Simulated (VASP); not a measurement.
# TiPt3 in VASP: notebook, part 2 of 2

VASP 6.6.1. The steps go on from the part before.

## 5. Single point, PBE

This run uses another cell than the first one, of 15.68 Å³/atom.

Contents of INCAR:

```
SYSTEM = TiPt3
PREC = Accurate
ENCUT = 520
EDIFF = 1E-6
ISMEAR = -1
SIGMA = 0.05
LREAL = .False.
LASPH = .True.
NELM = 60
ALGO = Normal
ISIF = 2
LWAVE = .False.
LCHARG = .False.
GGA = PE
NBANDS = 29
```

Contents of KPOINTS:

```
Automatic mesh
0
Gamma
  7 7 7
  0 0 0
```

Contents of POSCAR:

```
TiPt3
1.0
    3.9734311690      0.0000000000      0.0000000000
    0.0000000000      3.9734311690      0.0000000000
    0.0000000000      0.0000000000      3.9734311690
Pt Ti
3 1
Direct
    0.5000000000      0.5000000000      0.0000000000
    0.5000000000      0.0000000000      0.5000000000
    0.0000000000      0.5000000000      0.5000000000
    0.0000000000      0.0000000000      0.0000000000
```

Potentials or basis: VASP PAW PBE potentials, release 64 (Pt, Ti_sv).

Command:

```console
cat potpaw_PBE.64/Pt/POTCAR potpaw_PBE.64/Ti_sv/POTCAR > POTCAR
mpirun -np 1 vasp_std > vasp.out
```

OUTCAR:

```text
SYSTEM = TiPt3
   PREC = Accurate
   ENCUT = 520
   EDIFF = 1E-6
   ISMEAR = -1
   LREAL = .False.
   LASPH = .True.
   NELM = 60
   ISIF = 2
   GGA = PE

 ion  position               nearest neighbor table
   1  0.500  0.500  0.000-   2 2.81   3 2.81   4 2.81   2 2.81   3 2.81   2 2.81   4 2.81   2 2.81
                             3 2.81   4 2.81   3 2.81   4 2.81
   2  0.500  0.000  0.500-   1 2.81   3 2.81   4 2.81   1 2.81   4 2.81   1 2.81   3 2.81   1 2.81
                             3 2.81   4 2.81   4 2.81   3 2.81
   3  0.000  0.500  0.500-   1 2.81   2 2.81   4 2.81   1 2.81   4 2.81   2 2.81   4 2.81   4 2.81
                             1 2.81   2 2.81   1 2.81   2 2.81
   4  0.000  0.000  0.000-   1 2.81   2 2.81   3 2.81   2 2.81   3 2.81   1 2.81   3 2.81   3 2.81
                             1 2.81   2 2.81   2 2.81   1 2.81

  LATTYP: Found a simple cubic cell.
 ALAT       =     3.9734311690

  Lattice vectors:

 A1 = (   3.9734311690,   0.0000000000,   0.0000000000)
 A2 = (   0.0000000000,   3.9734311690,   0.0000000000)
 A3 = (   0.0000000000,   0.0000000000,   3.9734311690)

Analysis of symmetry for initial positions (statically):
=====================================================================
 Subroutine PRICEL returns:
 Original cell was already a primitive cell.

 Routine SETGRP: Setting up the symmetry group for a
 simple cubic supercell.

 Subroutine GETGRP returns: Found 48 space group operations
 (whereof 48 operations were pure point group operations)
 out of a pool of 48 trial point group operations.

The static configuration has the point symmetry O_h .

Analysis of symmetry for dynamics (positions and initial velocities):
=====================================================================
 Subroutine PRICEL returns:
 Original cell was already a primitive cell.

[... 121 lines left out ...]
   ISMEAR =    -1;   SIGMA  =   0.05  broadening in eV -4-tet -1-fermi 0-gaus
   EFERMI_NEDOS =   21; number of points for ismear=-14 and -15
   IALGO  =     38    algorithm
   IMIX   =      4    mixing-type and parameters
     AMIX     =   0.40;   BMIX     =  1.00
     AMIX_MAG =   1.60;   BMIX_MAG =  1.00
  volume/ion in A,a.u.               =      15.68       105.84
  Fermi-wavevector in a.u.,A,eV,Ry     =   1.432162  2.706394 27.906758  2.051089
  Thomas-Fermi vector in A             =   2.551820
   LORBIT       =      0    0 simple, 1 ext, 2 COOP (PROOUT), +10 PAW based schemes
   GGA     = PE    functional components
   LHFCALC =     F    Hartree Fock is set to
   AEXX    =    0.0000 exact exchange contribution
   IVDW    =     0    specifies the selected vdW correction
   LEPSILON=     F    determine dielectric tensor
   LRPA    =     F    only Hartree local field effects (RPA)
 non-spin polarized calculation
  energy-cutoff  :      520.00
  volume of cell :       62.73
 maximum number of plane-waves:      1743
 NGX is ok and might be reduce to    30
   NGX = 15   NGY = 15   NGZ = 15

 number of electron      42.0000004 magnetization

 Free energy of the ion-electron system (eV)
  ---------------------------------------------------
  ext. energy  EPLUGINS =         0.00000000
  ---------------------------------------------------
  free energy    TOTEN  =       -29.53518302 eV

  energy without entropy =      -29.52223428  energy(sigma->0) =      -29.52870865

 E-fermi :  10.8514     XC(G=0): -12.9460

 val. band max:       10.8372061504   @ k =   0.4286   0.0000   0.0000
 cond. band min:      10.9394274046   @ k =   0.4286   0.1429   0.1429
 fundamental gap:      0.1022212542
 Fermi energy:        10.8514098661

 k-point     1 :       0.0000    0.0000    0.0000
  band No.  band energies     occupation
      1     -47.4011      2.00000
      2     -23.6026      2.00000
      3     -23.6026      2.00000
      4     -23.6026      2.00000
      5       1.1828      2.00000
      6       4.0142      2.00000
[... 629 lines left out ...]
     28      12.5160      0.00000
     29      16.1273      0.00000

------------------------ aborting loop because EDIFF is reached ----------------------------------------

  FORCE on cell =-STRESS in cart. coord.  units (eV):
  Direction    XX          YY          ZZ          XY          YZ          ZX
  --------------------------------------------------------------------------------------
  -------------------------------------------------------------------------------------
  Total       -1.8488224     -1.8488224     -1.8488224     -0.0000000     -0.0000000      0.0000000
  in kB      -47.2181195    -47.2181195    -47.2181195     -0.0000000     -0.0000000      0.0000000
  external PRESSURE =     -47.2181195 kB  Pullay stress =       0.0000000 kB

 VOLUME and BASIS-vectors are now :
 -----------------------------------------------------------------------------
  energy-cutoff  :      520.00
  volume of cell :       62.73
      direct lattice vectors                 reciprocal lattice vectors
     3.973431169  0.000000000  0.000000000     0.251671655  0.000000000  0.000000000
     0.000000000  3.973431169  0.000000000     0.000000000  0.251671655  0.000000000
     0.000000000  0.000000000  3.973431169     0.000000000  0.000000000  0.251671655

 POSITION                                       TOTAL-FORCE (eV/Angst)
 -----------------------------------------------------------------------------------
      1.98672      1.98672      0.00000         0.000000      0.000000      0.000000
      1.98672      0.00000      1.98672         0.000000      0.000000      0.000000
      0.00000      1.98672      1.98672         0.000000      0.000000      0.000000
      0.00000      0.00000      0.00000         0.000000      0.000000      0.000000
 -----------------------------------------------------------------------------------
    total drift:                                0.000000      0.000000     -0.000000

  FREE ENERGIE OF THE ION-ELECTRON SYSTEM (eV)
  ---------------------------------------------------
  free  energy   TOTEN  =       -29.5351830199 eV

  energy  without entropy=      -29.5222342796  energy(sigma->0) =      -29.52870865
```

stdout:

```text
POSCAR found type information on POSCAR PtTi
 POSCAR found :  2 types and       4 ions
 scaLAPACK will be used
 LDA part: xc-table for (Slater+PW92), standard interpolation
 POSCAR, INCAR and KPOINTS ok, starting setup
 FFT: planning ... GRIDC
 FFT: planning ... GRID_SOFT
 FFT: planning ... GRID
 WAVECAR not read
 entering main loop
```

Run time: 45 s. Hardware: 1 thread of Intel Xeon Platinum 8259CL at 2.50GHz (Skylake/Cascade Lake), shared host; peak memory 0.18 GiB.

What came out:

- Free energy: -29.5352 eV
- Pressure: -4.7 GPa
- Band gap on the k mesh: zero (bands 21 and 22 overlap by 1.36 eV)

Caveat: the cell stands under tension; spin-orbit coupling is left out, which moves the levels of the heavy elements.

## 6. Single point, PBE (atoms moved at random)

Contents of INCAR:

```
PREC = Accurate
ENCUT = 520
EDIFF = 1E-6
ISMEAR = -1
SIGMA = 0.05
LREAL = False
LASPH = True
NELM = 60
ALGO = Fast
ISIF = 2
LWAVE = False
LCHARG = True
GGA = PE
LELF = True
LVHAR = True
NBANDS = 29
```

Contents of KPOINTS:

```
regular mesh
0
Gamma
  7 7 7
```

Contents of POSCAR:

```
TiPt3
1.0
    3.8970000000      0.0000000000      0.0000000000
    0.0000000000      3.8970000000      0.0000000000
    0.0000000000      0.0000000000      3.8970000000
Pt Ti
3 1
Direct
    0.4932930000      0.4955640000      0.0106690000
    0.5038130000     -0.0077050000      0.4867390000
    0.0085140000      0.5096900000      0.5090040000
   -0.0130100000      0.0053160000      0.0044800000
```

Potentials or basis: VASP PAW PBE potentials, release 64 (Pt, Ti_sv).

Command:

```console
cat potpaw_PBE.64/Pt/POTCAR potpaw_PBE.64/Ti_sv/POTCAR > POTCAR
mpirun -np 1 vasp_std > vasp.out
```

OUTCAR:

```text
PREC = Accurate
   ENCUT = 520
   EDIFF = 1E-6
   ISMEAR = -1
   LREAL = False
   LASPH = True
   NELM = 60
   ISIF = 2
   GGA = PE

 ion  position               nearest neighbor table
   1  0.493  0.496  0.011-   2 2.68   2 2.70   3 2.71   4 2.71   3 2.72   4 2.75   4 2.77   3 2.79
                             4 2.80   3 2.80   2 2.81   2 2.83
   2  0.504  0.992  0.487-   4 2.66   1 2.68   3 2.70   1 2.70   3 2.72   4 2.76   4 2.76   3 2.79
                             1 2.81   3 2.82   1 2.83   4 2.85
   3  0.009  0.510  0.509-   2 2.70   1 2.71   1 2.72   2 2.72   4 2.73   4 2.76   4 2.76   4 2.78
[... 973 lines left out ...]
  --------------------------------------------------------------------------------------
  -------------------------------------------------------------------------------------
  Total        3.8629605      4.0081830      3.9652933      0.0230153      0.0185026     -0.0772474
  in kB      104.5778316    108.5092867    107.3481792      0.6230697      0.5009011     -2.0912377
  external PRESSURE =     106.8117658 kB  Pullay stress =       0.0000000 kB

 VOLUME and BASIS-vectors are now :
 -----------------------------------------------------------------------------
  energy-cutoff  :      520.00
  volume of cell :       59.18
      direct lattice vectors                 reciprocal lattice vectors
     3.897000000  0.000000000  0.000000000     0.256607647  0.000000000  0.000000000
     0.000000000  3.897000000  0.000000000     0.000000000  0.256607647  0.000000000
     0.000000000  0.000000000  3.897000000     0.000000000  0.000000000  0.256607647

 POSITION                                       TOTAL-FORCE (eV/Angst)
 -----------------------------------------------------------------------------------
      1.92236      1.93121      0.04158         0.366829     -0.042179     -0.773294
      1.96336      3.86697      1.89682         0.009283      0.650097      0.828376
      0.03318      1.98626      1.98359        -0.652593     -0.518681      0.046370
      3.84630      0.02072      0.01746         0.276480     -0.089238     -0.101452
 -----------------------------------------------------------------------------------
    total drift:                                0.000143      0.000013     -0.000049

  FREE ENERGIE OF THE ION-ELECTRON SYSTEM (eV)
  ---------------------------------------------------
  free  energy   TOTEN  =       -29.4060611506 eV

  energy  without entropy=      -29.3939442704  energy(sigma->0) =      -29.40000271
```

stdout:

```text
POSCAR found type information on POSCAR PtTi
 POSCAR found :  2 types and       4 ions
 scaLAPACK will be used
 LDA part: xc-table for (Slater+PW92), standard interpolation
 POSCAR, INCAR and KPOINTS ok, starting setup
 FFT: planning ... GRIDC
 FFT: planning ... GRID_SOFT
 FFT: planning ... GRID
 WAVECAR not read
 entering main loop
WARNING in EDDRMM: call to ZHEGV failed, returncode =   8  4     19
WARNING in EDDRMM: call to ZHEGV failed, returncode =   6  3     14
WARNING in EDDRMM: call to ZHEGV failed, returncode =   8  4     24
WARNING in EDDRMM: call to ZHEGV failed, returncode =   6  3      7
```

Run time: 8.1 min. Hardware: 1 thread of Intel Xeon Platinum 8259CL at 2.50GHz (Skylake/Cascade Lake), shared host; peak memory 0.36 GiB.

Results:

- Free energy: -29.4061 eV
- Pressure: 10.7 GPa
- Largest force: 1.053 eV/Å
- Band gap on the k mesh: zero (bands 21 and 22 overlap by 1.27 eV)

Forces on the atoms (eV/Å):
```
Pt   0.367 -0.042 -0.773
Pt   0.009  0.650  0.828
Pt  -0.653 -0.519  0.046
Ti   0.276 -0.089 -0.101
```

Stress tensor (GPa, compression positive):
```
10.46  0.06 -0.21
 0.06 10.85  0.05
-0.21  0.05 10.73
```

Caveat: the cell differs from its parent crystal (atoms moved at random); the cell stands under pressure; spin-orbit coupling is left out, which moves the levels of the heavy elements; forces of over 1 eV/Å act on the atoms, so gaps and moduli don't describe the material at rest.

## 7. Overview

| cell | gap on the mesh (eV) | pressure (GPa) |
| --- | --- | --- |
| a = 3.844 Å, 4 atoms, atomic positions A | none | 22.5 |
| a = 3.897 Å, 4 atoms, atomic positions A | none | 9.7 |
| a = 3.923 Å, 4 atoms, atomic positions A | none | 4.4 |
| a = 3.973 Å, 4 atoms, atomic positions A | none | -4.7 |
| a = 3.897 Å, 4 atoms, atomic positions B | none | 10.7 |

Alike in all rows: task single point; level PBE; potentials or basis VASP PAW PBE potentials, release 64 (Pt, Ti_sv); no spin polarisation; k mesh 7 × 7 × 7; cutoff (eV) 520; smearing fermi-dirac 0.05 eV.

Caveats: spin-orbit coupling is left out, which moves the levels of the heavy elements; the cell stands under pressure (at least some runs); the cell stands under tension (at least some runs); forces of over 1 eV/Å act on the atoms, so gaps and moduli don't describe the material at rest (at least some runs).

Absolute energies hang on the potentials; compare differences alone.

The gap in the log of VASP goes by the Fermi energy; the results here count the filled bands.